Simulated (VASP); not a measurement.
# NiO (Fm-3m) in VASP: further runs

The runs below take NiO through single point, with PBE+U.

Everything below comes from runs of VASP 6.6.1. Logs are shortened: lines on timing, memory, paths and dates and some standing lists are left out, and cuts for length are marked.

## 1. The cell of the first run

Symmetry: Fm-3m, No. 225, cubic system. Conventional cell: a = 4.268 Å, b = 4.268 Å, c = 4.268 Å, α = 90.00°, β = 90.00°, γ = 90.00°. Within 2.8 Å of Ni (site symmetry m-3m) lie 6 O at 2.13 Å. O (site symmetry m-3m) has 6 Ni at 2.13 Å within 2.8 Å.

## 2. Single point, PBE+U, collinear spin, antiferromagnetic start

INCAR

```
PREC = Accurate ; ENCUT = 700
EDIFF = 1E-6 ; ISMEAR = 0
SIGMA = 0.05 ; LREAL = F
LASPH = T ; NELM = 200
ALGO = Normal ; ISIF = 2
LWAVE = F ; LCHARG = T
ISPIN = 2 ; MAGMOM = 2 -2 0 0
LORBIT = 11 ; LMAXMIX = 4
LDAU = T ; LDAUTYPE = 2
LDAUL = 2 -1 ; LDAUU = 6.2 0
LDAUJ = 0 0 ; LDAUPRINT = 1
GGA = PE ; LELF = T
LVHAR = T ; NBANDS = 36
GGA_COMPAT = F
```

KPOINTS

```
Automatic mesh
0
Gamma
  5 5 3
```

POSCAR

```
NiO
1.0
    0.0000000000      2.1337902789     -2.1337902789
    0.0000000000      2.1337902789      2.1337902789
    4.2675805578      0.0000000000      0.0000000000
Ni O
2 2
Direct
    0.0000000000      0.0000000000      0.0000000000
    0.5000000000      0.5000000000      0.5000000000
    0.0000000000      1.0000000000      0.5000000000
    0.5000000000      1.5000000000      1.0000000000
```

Potentials or basis: VASP PAW PBE potentials, release 64 (Ni_sv_GW, O).

Launch:

```bash
> cat potpaw_PBE.64/Ni_sv_GW/POTCAR potpaw_PBE.64/O/POTCAR > POTCAR
> mpirun -np 1 vasp_std > vasp.out
```

OUTCAR:

```text
PREC = Accurate
   ENCUT = 700
   EDIFF = 1E-6
   ISMEAR = 0
   LREAL = F
   LASPH = T
   NELM = 200
   ISIF = 2
   ISPIN = 2
   LORBIT = 11
   GGA = PE

 ion  position               nearest neighbor table
   1  0.000  0.000  0.000-   3 2.13   4 2.13   3 2.13   4 2.13   4 2.13   4 2.13
   2  0.500  0.500  0.500-   3 2.13   4 2.13   4 2.13   3 2.13   3 2.13   3 2.13
   3  0.000  0.000  0.500-   1 2.13   2 2.13   1 2.13   2 2.13   2 2.13   2 2.13
   4  0.500  0.500  0.000-   1 2.13   2 2.13   2 2.13   1 2.13   1 2.13   1 2.13

  LATTYP: Found a simple tetragonal cell.
 ALAT       =     3.0176351517
 C/A-ratio  =     1.4142135624

  Lattice vectors:

 A1 = (   0.0000000000,   2.1337902789,  -2.1337902789)
 A2 = (   0.0000000000,   2.1337902789,   2.1337902789)
 A3 = (   4.2675805578,   0.0000000000,   0.0000000000)

Analysis of symmetry for initial positions (statically):
=====================================================================
 Subroutine PRICEL returns following result:

  LATTYP: Found a face centered cubic cell.
 ALAT       =     4.2675805578
[... 12 lines left out ...]
 Subroutine GETGRP returns: Found 16 space group operations
 (whereof 16 operations were pure point group operations)
 out of a pool of 16 trial point group operations.

The static configuration has the point symmetry D_4h.

Analysis of symmetry for dynamics (positions and initial velocities):
=====================================================================
 Subroutine PRICEL returns following result:

  LATTYP: Found a face centered cubic cell.
 ALAT       =     4.2675805578
[... 12 lines left out ...]
 Subroutine GETGRP returns: Found 16 space group operations
 (whereof 16 operations were pure point group operations)
 out of a pool of 16 trial point group operations.

The dynamic configuration has the point symmetry D_4h.

Analysis of structural, dynamic, and magnetic symmetry:
=====================================================================
 Subroutine PRICEL returns following result:

  LATTYP: Found a face centered cubic cell.
 ALAT       =     4.2675805578
[... 12 lines left out ...]
 Subroutine GETGRP returns: Found 16 space group operations
 (whereof 16 operations were pure point group operations)
 out of a pool of 16 trial point group operations.

The overall configuration has the point symmetry D_4h.

 Subroutine INISYM returns: Found 16 space group operations
 (whereof 16 operations are pure point group operations),
 and found     2 'primitive' translations

----------------------------------------------------------------------------------------

                                     Primitive cell

  volume of cell :      19.4306

  direct lattice vectors                    reciprocal lattice vectors
    -2.133790279 -2.133790279  0.000000000    -0.234324809 -0.234324809  0.234324809
    -2.133790279  0.000000000 -2.133790279    -0.234324809  0.234324809 -0.234324809
    -0.000000000 -2.133790279 -2.133790279     0.234324809 -0.234324809 -0.234324809

  length of vectors
     3.017635152  3.017635152  3.017635152     0.405862475  0.405862475  0.405862475

  position of ions in fractional coordinates (direct lattice)
     0.000000000  0.000000000  0.000000000
[... 134 lines left out ...]
  o =  0.9320  v =  0.0000  0.0000  0.0000  0.0000  0.0000  0.0000  1.0000 -0.0000 -0.0000  0.0000      0.0000  0.0000  0.0000  0.0000  0.0000  0.0000  0.0000  0.0000  0.0000  0.0000
  o =  0.9320  v =  0.0000  0.0000  0.0000  0.0000  0.0000  0.0000 -0.0000 -0.0000 -1.0000  0.0000      0.0000  0.0000  0.0000  0.0000  0.0000  0.0000  0.0000  0.0000  0.0000  0.0000
  o =  0.9320  v =  0.0000  0.0000  0.0000  0.0000  0.0000  1.0000  0.0000  0.0000  0.0000  0.0000      0.0000  0.0000  0.0000  0.0000  0.0000  0.0000  0.0000  0.0000  0.0000  0.0000
  o =  0.9391  v =  0.0000 -1.0000  0.0000  0.0000 -0.0000  0.0000  0.0000  0.0000  0.0000  0.0000      0.0000  0.0000  0.0000  0.0000  0.0000  0.0000  0.0000  0.0000  0.0000  0.0000
  o =  0.9392  v =  0.0000 -0.0000 -0.0000 -1.0000  0.0000  0.0000  0.0000  0.0000  0.0000  0.0000      0.0000  0.0000  0.0000  0.0000  0.0000  0.0000  0.0000  0.0000  0.0000  0.0000
  o =  0.9392  v =  1.0000  0.0000  0.0000  0.0000  0.0000  0.0000  0.0000  0.0000  0.0000  0.0000      0.0000  0.0000  0.0000  0.0000  0.0000  0.0000  0.0000  0.0000  0.0000  0.0000
  o =  0.9670  v =  0.0000  0.0000  0.5000 -0.0000 -0.8660  0.0000  0.0000  0.0000  0.0000  0.0000      0.0000  0.0000  0.0000  0.0000  0.0000  0.0000  0.0000  0.0000  0.0000  0.0000
  o =  0.9672  v =  0.0000  0.0000  0.8660  0.0000  0.5000  0.0000  0.0000  0.0000  0.0000  0.0000      0.0000  0.0000  0.0000  0.0000  0.0000  0.0000  0.0000  0.0000  0.0000  0.0000

atom =   2  type =  1  l = 2

 onsite density matrix

spin component  1

  0.9320 -0.0000  0.0000 -0.0000 -0.0000
 -0.0000  0.9320 -0.0000  0.0000  0.0000
  0.0000 -0.0000  0.0871  0.0000  0.0008
 -0.0000  0.0000  0.0000  0.9320  0.0000
 -0.0000  0.0000  0.0008  0.0000  0.0862

spin component  2

  0.9392  0.0000  0.0000 -0.0000 -0.0000
  0.0000  0.9391  0.0000 -0.0000 -0.0000
  0.0000  0.0000  0.9671 -0.0000  0.0001
 -0.0000 -0.0000 -0.0000  0.9392 -0.0000
 -0.0000 -0.0000  0.0001 -0.0000  0.9670

 occupancies and eigenvectors

  o =  0.0858  v =  0.0000  0.0000 -0.5000 -0.0000  0.8660  0.0000  0.0000  0.0000  0.0000  0.0000      0.0000  0.0000  0.0000  0.0000  0.0000  0.0000  0.0000  0.0000  0.0000  0.0000
  o =  0.0876  v =  0.0000 -0.0000  0.8660  0.0000  0.5000  0.0000  0.0000  0.0000  0.0000  0.0000      0.0000  0.0000  0.0000  0.0000  0.0000  0.0000  0.0000  0.0000  0.0000  0.0000
  o =  0.9320  v =  0.0000 -1.0000  0.0000 -0.0000  0.0000  0.0000  0.0000  0.0000  0.0000  0.0000      0.0000  0.0000  0.0000  0.0000  0.0000  0.0000  0.0000  0.0000  0.0000  0.0000
  o =  0.9320  v =  0.0000  0.0000  0.0000 -1.0000 -0.0000  0.0000  0.0000  0.0000  0.0000  0.0000      0.0000  0.0000  0.0000  0.0000  0.0000  0.0000  0.0000  0.0000  0.0000  0.0000
  o =  0.9320  v =  1.0000  0.0000  0.0000  0.0000  0.0000  0.0000  0.0000  0.0000  0.0000  0.0000      0.0000  0.0000  0.0000  0.0000  0.0000  0.0000  0.0000  0.0000  0.0000  0.0000
  o =  0.9391  v =  0.0000  0.0000  0.0000  0.0000  0.0000  0.0000  1.0000 -0.0000 -0.0000 -0.0000      0.0000  0.0000  0.0000  0.0000  0.0000  0.0000  0.0000  0.0000  0.0000  0.0000
  o =  0.9392  v =  0.0000  0.0000  0.0000  0.0000  0.0000  1.0000  0.0000  0.0000  0.0000  0.0000      0.0000  0.0000  0.0000  0.0000  0.0000  0.0000  0.0000  0.0000  0.0000  0.0000
  o =  0.9392  v =  0.0000  0.0000  0.0000  0.0000  0.0000  0.0000  0.0000  0.0000  1.0000 -0.0000      0.0000  0.0000  0.0000  0.0000  0.0000  0.0000  0.0000  0.0000  0.0000  0.0000
  o =  0.9670  v =  0.0000  0.0000  0.0000  0.0000  0.0000  0.0000 -0.0000  0.5000 -0.0000 -0.8660      0.0000  0.0000  0.0000  0.0000  0.0000  0.0000  0.0000  0.0000  0.0000  0.0000
  o =  0.9672  v =  0.0000  0.0000  0.0000  0.0000  0.0000  0.0000 -0.0000 -0.8660 -0.0000 -0.5000      0.0000  0.0000  0.0000  0.0000  0.0000  0.0000  0.0000  0.0000  0.0000  0.0000

 number of electron      47.9999993 magnetization      -0.0000000

 Free energy of the ion-electron system (eV)
  ---------------------------------------------------
  ext. energy  EPLUGINS =         0.00000000
  ---------------------------------------------------
  free energy    TOTEN  =       -20.49848877 eV

  energy without entropy =      -20.49848877  energy(sigma->0) =      -20.49848877

 E-fermi :   5.6671     XC(G=0): -12.6174

 val. band max:        5.3172271336   @ k =   0.4000   0.0000   0.3333
 cond. band min:       7.5942485422   @ k =   0.0000   0.0000   0.0000
 fundamental gap:      2.2770214086
 Fermi energy:         5.6670780963

 spin component 1

 k-point     1 :       0.0000    0.0000    0.0000
  band No.  band energies     occupation
      1     -98.6167      1.00000
      2     -96.3222      1.00000
      3     -59.0044      1.00000
      4     -58.9957      1.00000
      5     -58.9957      1.00000
      6     -56.7627      1.00000
[... 457 lines left out ...]
     35      24.6431      0.00000
     36      24.8816      0.00000
 Fermi energy:         5.6670780963

 spin component 2

 k-point     1 :       0.0000    0.0000    0.0000
  band No.  band energies     occupation
      1     -98.6167      1.00000
      2     -96.3222      1.00000
      3     -59.0044      1.00000
      4     -58.9957      1.00000
      5     -58.9957      1.00000
      6     -56.7627      1.00000
[... 457 lines left out ...]
     35      24.6431      0.00000
     36      24.8816      0.00000

------------------------ aborting loop because EDIFF is reached ----------------------------------------

  FORCE on cell =-STRESS in cart. coord.  units (eV):
  Direction    XX          YY          ZZ          XY          YZ          ZX
  --------------------------------------------------------------------------------------
  -------------------------------------------------------------------------------------
  Total       -0.5317430     -0.5320556     -0.5320556     -0.0000000      0.0000000      0.0000000
  in kB      -21.9228588    -21.9357452    -21.9357452     -0.0000000      0.0000000      0.0000000
  external PRESSURE =     -21.9314498 kB  Pullay stress =       0.0000000 kB

 VOLUME and BASIS-vectors are now :
 -----------------------------------------------------------------------------
  energy-cutoff  :      700.00
  volume of cell :       38.86
      direct lattice vectors                 reciprocal lattice vectors
     0.000000000  2.133790279 -2.133790279     0.000000000  0.234324809 -0.234324809
     0.000000000  2.133790279  2.133790279     0.000000000  0.234324809  0.234324809
     4.267580558  0.000000000  0.000000000     0.234324809  0.000000000  0.000000000

 POSITION                                       TOTAL-FORCE (eV/Angst)
 -----------------------------------------------------------------------------------
      0.00000      0.00000      0.00000         0.000000     -0.000000     -0.000000
      2.13379      2.13379      0.00000        -0.000000      0.000000      0.000000
      2.13379      0.00000      0.00000         0.000000     -0.000000     -0.000000
      0.00000      2.13379      0.00000         0.000000      0.000000     -0.000000
 -----------------------------------------------------------------------------------
    total drift:                                0.000000      0.000000      0.000000

  FREE ENERGIE OF THE ION-ELECTRON SYSTEM (eV)
  ---------------------------------------------------
  free  energy   TOTEN  =       -20.4984887666 eV

  energy  without entropy=      -20.4984887666  energy(sigma->0) =      -20.49848877

 total charge

# of ion       s       p       d       f       tot
--------------------------------------------------
    1        2.155   6.204   7.696   0.008  16.063
    2        2.155   6.204   7.696   0.008  16.063
    3        1.544   3.467   0.000   0.000   5.011
    4        1.544   3.467   0.000   0.000   5.011
--------------------------------------------------
tot          7.398  19.341  15.392   0.016  42.147

 magnetization (x)

# of ion       s       p       d       f       tot
--------------------------------------------------
    1        0.012   0.013   1.779   0.001   1.805
    2       -0.012  -0.013  -1.779  -0.001  -1.805
    3       -0.007  -0.050   0.000   0.000  -0.057
    4        0.007   0.050   0.000   0.000   0.057
--------------------------------------------------
tot          0.000   0.000   0.000   0.000   0.000
```

Wall time 93 s (1 thread of Intel Xeon Platinum 8259CL at 2.50GHz (Skylake/Cascade Lake), shared host); peak memory 0.22 GiB.

Results:

```yaml
Free_energy: -20.4985 eV
Pressure: -2.2 GPa
Band_gap_on_the_k_mesh: 2.28 eV
Net_moment: 0.00 μB per cell
Site_moments: Ni +1.80, -1.80; O -0.06, +0.06 μB
Valence_electrons_inside_the_program's_atomic_spheres: Ni 16.06; O 5.01
```

Eigenvalues of the final occupation matrices:
```
    site  spin  trace               eigenvalues
site 1 d     1   4.75  0.94 0.94 0.94 0.97 0.97
site 1 d     2   2.97  0.09 0.09 0.93 0.93 0.93
site 2 d     1   2.97  0.09 0.09 0.93 0.93 0.93
site 2 d     2   4.75  0.94 0.94 0.94 0.97 0.97
```

Caveat: the k points lie up to 0.49 Å⁻¹ apart; an odd mesh through Γ misses points on the zone boundary, where band edges can lie.

## 3. Single point, PBE+U, collinear spin, ferromagnetic start

This run uses another cell than the first one: it holds 2 atoms, not 4.

INCAR

```
PREC = Accurate ; ENCUT = 700
EDIFF = 1E-6 ; ISMEAR = 0
SIGMA = 0.05 ; LREAL = False
LASPH = True ; NELM = 200
ALGO = Normal ; ISIF = 2
LWAVE = False ; LCHARG = True
ISPIN = 2 ; MAGMOM = 2 0
LORBIT = 11 ; LMAXMIX = 4
LDAU = True ; LDAUTYPE = 2
LDAUL = 2 -1 ; LDAUU = 6.2 0
LDAUJ = 0 0 ; LDAUPRINT = 1
GGA = PE ; LELF = True
LVHAR = True ; NBANDS = 23
GGA_COMPAT = False
```

KPOINTS

```
Automatic mesh
0
Gamma
  6 6 6
```

POSCAR

```
NiO
1.0
    0.0000000000      2.0859016414      2.0859016414
    2.0859016414      0.0000000000      2.0859016414
    2.0859016414      2.0859016414      0.0000000000
Ni O
1 1
Direct
    0.0000000000      0.0000000000      0.0000000000
    0.5000000000      0.5000000000      0.5000000000
```

Potentials or basis: VASP PAW PBE potentials, release 64 (Ni_sv_GW, O).

Launch:

```bash
> cat potpaw_PBE.64/Ni_sv_GW/POTCAR potpaw_PBE.64/O/POTCAR > POTCAR
> mpirun -np 1 vasp_std > vasp.out
```

Wall time 48 s (1 thread of Intel Xeon Platinum 8375C at 2.90GHz (Ice Lake), shared host); peak memory 0.18 GiB.

It converged, with:

| Quantity | Value |
| --- | --- |
| Free energy | -10.2166 eV |
| Pressure | 11.5 GPa |
| Band gap on the k mesh | 2.35 eV (least direct gap 3.45 eV) |
| Net moment | 2.00 μB per cell |
| Site moments | Ni +1.79; O +0.17 μB |
| Valence electrons inside the program's atomic spheres | Ni 16.12; O 5.05 |

Levels at points of the mesh, in eV from the valence-band top:
Spin up:
```tsv
k point	band 11	band 12	band 13	band 14	band 15	band 16
(0.00, 0.00, 0.00)	-1.79	-1.79	-1.79	2.35	18.47	18.92
(0.50, 0.00, 0.00)	-2.96	0.00	0.00	6.32	10.90	14.65
(0.50, 0.50, 0.00)	-3.80	-3.18	-3.18	6.71	11.58	12.15
```
Spin down:
| k point | band 8 | band 9 | band 10 | band 11 | band 12 | band 13 | band 14 | band 15 |
| --- | --- | --- | --- | --- | --- | --- | --- | --- |
| (0.00, 0.00, 0.00) | -3.60 | -1.45 | -1.45 | -1.45 | 2.70 | 2.70 | 2.71 | 18.41 |
| (0.50, 0.00, 0.00) | -3.96 | -2.05 | -2.05 | -1.99 | 5.13 | 5.13 | 6.50 | 11.38 |
| (0.50, 0.50, 0.00) | -2.86 | -2.86 | -2.67 | -2.67 | 3.22 | 3.70 | 7.32 | 11.86 |

Eigenvalues of the final occupation matrices:
| site | spin | trace | eigenvalues |
| --- | --- | --- | --- |
| site 1 d | 1 | 4.76 | 0.94 0.94 0.94 0.97 0.97 |
| site 1 d | 2 | 2.99 | 0.10 0.10 0.93 0.93 0.93 |

Caveat: the k points lie up to 0.43 Å⁻¹ apart; a cell with one magnetic atom can't hold antiferromagnetic order, which such compounds often take. The state reached can hang on the start; a lower one may exist.
